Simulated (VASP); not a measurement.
# C in VASP: notebook

Runs on C. Level: PBE+D3(BJ). Tasks: single point.

Everything below comes from runs of VASP 6.6.1. Logs are shortened: lines on timing, memory, paths and dates and some standing lists are left out, and cuts for length are marked.

### Step 1. The cell of the first run

The cell holds a slab with vacuum, 2 atoms: a = 2.456 Å, b = 2.456 Å, c = 8.524 Å, α = 90.00°, β = 90.00°, γ = 120.00°.

### Step 2. Single point, PBE+D3(BJ), collinear spin, ferromagnetic start

Contents of INCAR:

```
SYSTEM = C
PREC     = Accurate       ! precision mode
ENCUT    = 520            ! plane-wave cutoff, eV
EDIFF    = 1E-6           ! SCF threshold, eV
ISMEAR   = 0              ! smearing method
SIGMA    = 0.1            ! smearing width, eV
LREAL    = .FALSE.        ! projectors in reciprocal space
LASPH    = .TRUE.         ! aspherical terms in the spheres
NELM     = 150            ! most SCF steps
ALGO     = Normal         ! electronic algorithm
ISIF     = 2              ! what is computed and relaxed
LWAVE    = .FALSE.        ! write WAVECAR
LCHARG   = .FALSE.        ! write CHGCAR
ISPIN    = 2              ! spin polarisation
MAGMOM   = 1 1            ! initial moments
LORBIT   = 11             ! projections on sites
GGA      = PE             ! functional
IVDW     = 12             ! dispersion correction
NBANDS   = 15             ! bands
```

Contents of KPOINTS:

```
Automatic mesh
0
G
  12 12 2
  0 0 0
```

Contents of POSCAR:

```
C
1.0
    2.4561701622      0.0000000000      0.0000000000
   -1.2280850811      2.1271057565      0.0000000000
    0.0000000000      0.0000000000      8.5238033600
C
2
Direct
    0.3333333300      0.6666666700      0.0000000000
    0.6666666700      0.3333333300      0.0000000000
```

Potentials or basis: VASP PAW PBE potentials, release 64 (C).

Command:

```bash
$ cat potpaw_PBE.64/C/POTCAR > POTCAR
$ mpirun -np 1 vasp_std > vasp.out
```

OUTCAR:

```text
SYSTEM = C
   PREC = Accurate
   ENCUT = 520
   EDIFF = 1E-6
   ISMEAR = 0
   LREAL = .FALSE.
   LASPH = .TRUE.
   NELM = 150
   ISIF = 2
   ISPIN = 2
   LORBIT = 11
   GGA = PE
   IVDW = 12
 IVDW          = 12

 ion  position               nearest neighbor table
   1  0.333  0.667  0.000-   2 1.42   2 1.42   2 1.42
   2  0.667  0.333  0.000-   1 1.42   1 1.42   1 1.42

  LATTYP: Found a hexagonal cell.
 ALAT       =     2.4561701622
 C/A-ratio  =     3.4703635323

  Lattice vectors:

 A1 = (   2.4561701622,   0.0000000000,   0.0000000000)
 A2 = (  -1.2280850811,   2.1271057565,   0.0000000000)
 A3 = (   0.0000000000,   0.0000000000,   8.5238033600)

Analysis of symmetry for initial positions (statically):
=====================================================================
 Subroutine PRICEL returns:
 Original cell was already a primitive cell.

 Routine SETGRP: Setting up the symmetry group for a
 hexagonal supercell.

 Subroutine GETGRP returns: Found 24 space group operations
 (whereof 24 operations were pure point group operations)
 out of a pool of 24 trial point group operations.

The static configuration has the point symmetry D_6h.

Analysis of symmetry for dynamics (positions and initial velocities):
=====================================================================
 Subroutine PRICEL returns:
 Original cell was already a primitive cell.

 Routine SETGRP: Setting up the symmetry group for a
 hexagonal supercell.

 Subroutine GETGRP returns: Found 24 space group operations
 (whereof 24 operations were pure point group operations)
 out of a pool of 24 trial point group operations.

The dynamic configuration has the point symmetry D_6h.

Analysis of structural, dynamic, and magnetic symmetry:
=====================================================================
 Subroutine PRICEL returns:
 Original cell was already a primitive cell.

 Routine SETGRP: Setting up the symmetry group for a
 hexagonal supercell.

 Subroutine GETGRP returns: Found 24 space group operations
 (whereof 24 operations were pure point group operations)
 out of a pool of 24 trial point group operations.

The overall configuration has the point symmetry D_6h.

 Subroutine INISYM returns: Found 24 space group operations
 (whereof 24 operations are pure point group operations),
 and found     1 'primitive' translations

----------------------------------------------------------------------------------------

                                     Primitive cell

  volume of cell :      44.5329

  direct lattice vectors                    reciprocal lattice vectors
     2.456170162  0.000000000  0.000000000     0.407137916  0.235061185  0.000000000
    -1.228085081  2.127105756  0.000000000     0.000000000  0.470122370  0.000000000
     0.000000000  0.000000000  8.523803360     0.000000000  0.000000000  0.117318521

  length of vectors
     2.456170162  2.456170162  8.523803360     0.470122370  0.470122370  0.117318521

  position of ions in fractional coordinates (direct lattice)
     0.333333330  0.666666670  0.000000000
     0.666666670  0.333333330  0.000000000

  ion indices of the primitive-cell ions
   primitive index   ion index
                 1           1
                 2           2

----------------------------------------------------------------------------------------

 KPOINTS: Automatic mesh

Automatic generation of k-mesh.
 Grid dimensions read from file:
 generate k-points for:   12   12    2

 Generating k-lattice:

  Cartesian coordinates                     Fractional coordinates (reciprocal lattice)
     0.033928160  0.019588432  0.000000000     0.083333333 -0.000000000  0.000000000
     0.000000000  0.039176864  0.000000000     0.000000000  0.083333333  0.000000000
     0.000000000  0.000000000  0.058659260     0.000000000  0.000000000  0.500000000

  Length of vectors
     0.039176864  0.039176864  0.058659260

  Shift w.r.t. Gamma in fractional coordinates (k-lattice)
     0.000000000  0.000000000  0.000000000

 Subroutine IBZKPT returns following result:
 ===========================================

 Found     38 irreducible k-points:

 Following reciprocal coordinates:
[... 36 lines left out ...]
   ISTART =      0    job   : 0-new  1-cont  2-samecut
   ICHARG =      2    charge: 1-file 2-atom 10-const
   ISPIN  =      2    spin polarized calculation?
   LNONCOLLINEAR =      F non collinear calculations
   LSORBIT =      F    spin-orbit coupling
   LASPH  =      T    aspherical Exc in radial PAW
   ENCUT  =  520.0 eV  38.22 Ry    6.18 a.u.   4.57  4.57 15.85*2*pi/ulx,y,z
   NELM   =    150;   NELMIN=  2; NELMDL= -5     # of ELM steps
   EDIFF  = 0.1E-05   stopping-criterion for ELM
   LREAL  =      F    real-space projection
   EDIFFG = 0.1E-04   stopping-criterion for IOM
   NSW    =      0    number of steps for IOM
   IBRION =     -1    ionic relax: 0-MD 1-quasi-New 2-CG
   NFREE  =      0    steps in history (QN), initial steepest desc. (CG)
   ISIF   =      2    stress and relaxation
   ISYM   =      2    0-nonsym 1-usesym 2-fastsym
   POTIM  = 0.5000    time-step for ionic-motion
   TEBEG  =    0.0;   TEEND  =   0.0 temperature during run
   PSTRESS=    0.0 pullay stress
   NELECT =       8.0000    total number of electrons
   NUPDOWN=      -1.0000    fix difference up-down
   EMIN   =  10.00;   EMAX   =-10.00  energy-range for DOS
   EFERMI =   0.00;   METHOD = LEGACY
   ISMEAR =     0;   SIGMA  =   0.10  broadening in eV -4-tet -1-fermi 0-gaus
   EFERMI_NEDOS =   21; number of points for ismear=-14 and -15
   IALGO  =     38    algorithm
   IMIX   =      4    mixing-type and parameters
     AMIX     =   0.40;   BMIX     =  1.00
     AMIX_MAG =   1.60;   BMIX_MAG =  1.00
  volume/ion in A,a.u.               =      22.27       150.26
  Fermi-wavevector in a.u.,A,eV,Ry     =   0.923729  1.745594 11.609511  0.853275
  Thomas-Fermi vector in A             =   2.049397
   LORBIT       =     11    0 simple, 1 ext, 2 COOP (PROOUT), +10 PAW based schemes
   GGA     = PE    functional components
   LHFCALC =     F    Hartree Fock is set to
   AEXX    =    0.0000 exact exchange contribution
   IVDW    =    12    specifies the selected vdW correction
   LEPSILON=     F    determine dielectric tensor
   LRPA    =     F    only Hartree local field effects (RPA)
 spin polarized calculation
 Gauss-broadening in eV      SIGMA  =   0.10
  energy-cutoff  :      520.00
  volume of cell :       44.53
 maximum number of plane-waves:      1223
   NGX =  9   NGY =  9   NGZ = 31

 number of electron       7.9999997 magnetization      -0.0000535

 number of electron       7.9999997 magnetization       0.0000406

 Free energy of the ion-electron system (eV)
  ---------------------------------------------------
  ext. energy  EPLUGINS =         0.00000000
  ---------------------------------------------------
  free energy    TOTEN  =       -18.44246853 eV

  energy without entropy =      -18.44090134  energy(sigma->0) =      -18.44168494

 E-fermi :  -0.6710     XC(G=0):  -4.9927

 val. band max:       -0.6710109763   @ k =   0.3333   0.3333   0.5000
 cond. band min:      -0.6709571392   @ k =   0.3333   0.3333   0.0000
 fundamental gap:      0.0000538371
 Fermi energy:        -0.6709839087

 spin component 1

 k-point     1 :       0.0000    0.0000    0.0000
  band No.  band energies     occupation
      1     -20.2898      1.00000
      2      -8.3690      1.00000
      3      -3.7123      1.00000
      4      -3.7123      1.00000
      5       2.2714      0.00000
      6       4.5943      0.00000
      7       6.2726      0.00000
      8       7.7129      0.00000
      9       7.7129      0.00000
     10      10.8995      0.00000
     11      12.0923      0.00000
     12      12.9508      0.00000
     13      15.5882      0.00000
     14      21.9678      0.00000
[... 403 lines left out ...]
      4      -5.3454      1.00000
      5       4.2814      0.00000
      6       6.5096      0.00000
      7       6.6935      0.00000
      8       7.1813      0.00000
      9      11.5581      0.00000
     10      13.7017      0.00000
     11      15.2922      0.00000
     12      15.7223      0.00000
     13      16.6679      0.00000
     14      18.9241      0.00000
     15      19.2249      0.00000

 [... further k-points ...]

 spin component 2

 k-point     1 :       0.0000    0.0000    0.0000
  band No.  band energies     occupation
      1     -20.2898      1.00000
      2      -8.3690      1.00000
      3      -3.7123      1.00000
      4      -3.7123      1.00000
      5       2.2859      0.00000
      6       4.5987      0.00000
      7       6.3035      0.00000
      8       7.7129      0.00000
      9       7.7129      0.00000
     10      10.8995      0.00000
     11      12.0923      0.00000
     12      12.9631      0.00000
     13      15.6064      0.00000
     14      21.9678      0.00000
[... 403 lines left out ...]
      4      -5.3454      1.00000
      5       4.2815      0.00000
      6       6.5116      0.00000
      7       6.7168      0.00000
      8       7.1815      0.00000
      9      11.5836      0.00000
     10      13.7120      0.00000
     11      15.2926      0.00000
     12      15.7223      0.00000
     13      16.6764      0.00000
     14      18.9506      0.00000
     15      19.2276      0.00000

 [... further k-points ...]

------------------------ aborting loop because EDIFF is reached ----------------------------------------

 Edisp (eV)   -0.18100

 E8    (eV) :    -0.0557

  FORCE on cell =-STRESS in cart. coord.  units (eV):
  Direction    XX          YY          ZZ          XY          YZ          ZX
  --------------------------------------------------------------------------------------
  -------------------------------------------------------------------------------------
  Total       0.63929     0.63929    -0.02602    -0.00000    -0.00000    -0.00000
  in kB      23.00008    23.00008    -0.93610    -0.00000    -0.00000    -0.00000
  external pressure =       15.02 kB  Pullay stress =        0.00 kB

 VOLUME and BASIS-vectors are now :
 -----------------------------------------------------------------------------
  energy-cutoff  :      520.00
  volume of cell :       44.53
      direct lattice vectors                 reciprocal lattice vectors
     2.456170162  0.000000000  0.000000000     0.407137916  0.235061185  0.000000000
    -1.228085081  2.127105756  0.000000000     0.000000000  0.470122370  0.000000000
     0.000000000  0.000000000  8.523803360     0.000000000  0.000000000  0.117318521

 POSITION                                       TOTAL-FORCE (eV/Angst)
 -----------------------------------------------------------------------------------
     -0.00000      1.41807      0.00000         0.000000      0.000000      0.000000
      1.22809      0.70904      0.00000        -0.000000      0.000000      0.000000
 -----------------------------------------------------------------------------------
    total drift:                                0.000000     -0.000000     -0.000000

  FREE ENERGIE OF THE ION-ELECTRON SYSTEM (eV)
  ---------------------------------------------------
  free  energy   TOTEN  =       -18.6234690425 eV

  energy  without entropy=      -18.6219018493  energy(sigma->0) =      -18.62268545

 total charge

# of ion       s       p       d       tot
------------------------------------------
    1        0.866   1.798   0.000   2.664
    2        0.866   1.798   0.000   2.664
--------------------------------------------------
tot          1.731   3.597   0.000   5.328

 magnetization (x)

# of ion       s       p       d       tot
------------------------------------------
    1        0.000  -0.000   0.000  -0.000
    2        0.000  -0.000   0.000  -0.000
--------------------------------------------------
tot          0.000  -0.000   0.000  -0.000
```

It took 59 s on 1 thread of Intel Xeon Platinum 8259CL at 2.50GHz (Skylake/Cascade Lake), shared host; peak memory 0.18 GiB.

What came out:

| Property | Result |
| --- | --- |
| Free energy | -18.6235 eV |
| Band gap on the k mesh | zero (filled and empty bands touch) |
| Net moment | 0.00 μB per cell |
| Valence electrons inside the program's atomic spheres | C 2.66 |
| Dispersion energy per atom | -0.090 eV |

Levels at points of the mesh, in eV from the Fermi level:
Spin up:
```csv
k point,band 1,band 2,band 3,band 4,band 5,band 6,band 7,band 8,band 9
"(0.00, 0.00, 0.00)",-19.62,-7.70,-3.04,-3.04,2.94,5.27,6.94,8.38,8.38
"(0.50, 0.00, 0.00)",-14.32,-13.32,-6.46,-2.38,1.68,7.48,10.91,11.05,12.63
"(0.00, 0.00, 0.50)",-19.62,-7.70,-3.04,-3.04,3.68,3.72,8.38,8.38,8.94
"(0.50, 0.00, 0.50)",-14.32,-13.32,-6.46,-2.38,1.68,7.48,11.44,11.63,11.70
```
Spin down:
```
           k point  band 1  band 2  band 3  band 4  band 5  band 6  band 7  band 8
(0.00, 0.00, 0.00)  -19.62   -7.70   -3.04   -3.04    2.96    5.27    6.97    8.38
(0.50, 0.00, 0.00)  -14.32  -13.32   -6.46   -2.38    1.68    7.48   10.92   11.06
(0.00, 0.00, 0.50)  -19.62   -7.70   -3.04   -3.04    3.69    3.75    8.38    8.38
(0.50, 0.00, 0.50)  -14.32  -13.32   -6.46   -2.38    1.68    7.48   11.45   11.63
```

Caveat: the k points lie up to 0.37 Å⁻¹ apart.

### Step 3. Single point, PBE+D3(BJ)

This run uses another cell than the first one: it holds 18 atoms, not 2.

Contents of INCAR:

```
ALGO = Normal ; EDIFF = 1E-7
ENCUT = 520 ; GGA = PE
ISIF = 2 ; ISMEAR = 0
IVDW = 12 ; LASPH = T
LCHARG = F ; LREAL = Auto
LWAVE = F ; NBANDS = 51
NELM = 100 ; PREC = Accurate
SIGMA = 0.1
```

Contents of KPOINTS:

```
k-points
0
Gamma
  5 5 5
```

Contents of POSCAR:

```
C
1.0
    3.6971071442     -2.1345258049     -3.5674261305
   -3.6971071441     -2.1345258049     -3.5674261305
   -0.0000000001      4.2690516098     -3.5674261305
C
18
Direct
    0.2222222222      0.5555555556      0.2222222222
    0.8888888889      0.5555555556      0.5555555556
    0.5555555556      0.2222222222      0.2222222222
    0.5555555556      0.5555555556      0.8888888889
    0.2222222222      0.2222222222      0.5555555556
    0.8888888889      0.8888888889      0.2222222222
    0.8888888889      0.2222222222      0.8888888889
    0.5555555556      0.8888888889      0.5555555556
    0.2222222222      0.8888888889      0.8888888889
    0.4444444444      0.4444444444      0.1111111111
    0.1111111111      0.4444444444      0.4444444444
    0.7777777778      0.1111111111      0.1111111111
    0.7777777778      0.4444444444      0.7777777778
    0.4444444444      0.1111111111      0.4444444444
    0.1111111111      0.7777777778      0.1111111111
    0.1111111111      0.1111111111      0.7777777778
    0.7777777778      0.7777777778      0.4444444444
    0.4444444444      0.7777777778      0.7777777778
```

Potentials or basis: VASP PAW PBE potentials, release 64 (C).

Command:

```bash
$ cat potpaw_PBE.64/C/POTCAR > POTCAR
$ mpirun -np 1 vasp_std > vasp.out
```

Run time: 87 s. Hardware: 1 thread of Intel Xeon 6975P-C (Granite Rapids), shared host; peak memory 0.29 GiB.

Results (log left out):

```
Free energy                : -168.4705 eV
Pressure                   : 0.4 GPa
Largest force              : 0.010 eV/Å
Band gap on the k mesh     : zero (band 36 reaches 4.66 eV, above the bottom of band 37 at 3.81 eV)
Dispersion energy per atom : -0.145 eV
```

Forces in eV/Å, atoms in the order of the input:
```
C    0.000  0.000  0.010
C    0.000  0.000  0.010
C    0.000  0.000  0.010
C    0.000  0.000  0.010
C    0.000  0.000  0.010
C    0.000  0.000  0.010
C    0.000  0.000  0.010
C    0.000  0.000  0.010
C    0.000  0.000  0.010
C    0.000  0.000 -0.010
C    0.000  0.000 -0.010
C    0.000  0.000 -0.010
C    0.000  0.000 -0.010
C    0.000  0.000 -0.010
C    0.000  0.000 -0.010
C    0.000  0.000 -0.010
C    0.000  0.000 -0.010
C    0.000  0.000 -0.010
```

Stress tensor (GPa, compression positive):
```
 0.72  0.00  0.00
 0.00  0.72  0.00
 0.00  0.00 -0.29
```

Levels at points of the mesh, in eV from the Fermi level:
```csv
k point,band 34,band 35,band 36,band 37,band 38,band 39
"(0.00, 0.00, 0.00)",-3.12,0.39,0.39,0.39,0.39,3.75
```

Caveat: pairwise dispersion overbinds metals, which lowers pressure and volume.

(Continued in part 2 of 2.)
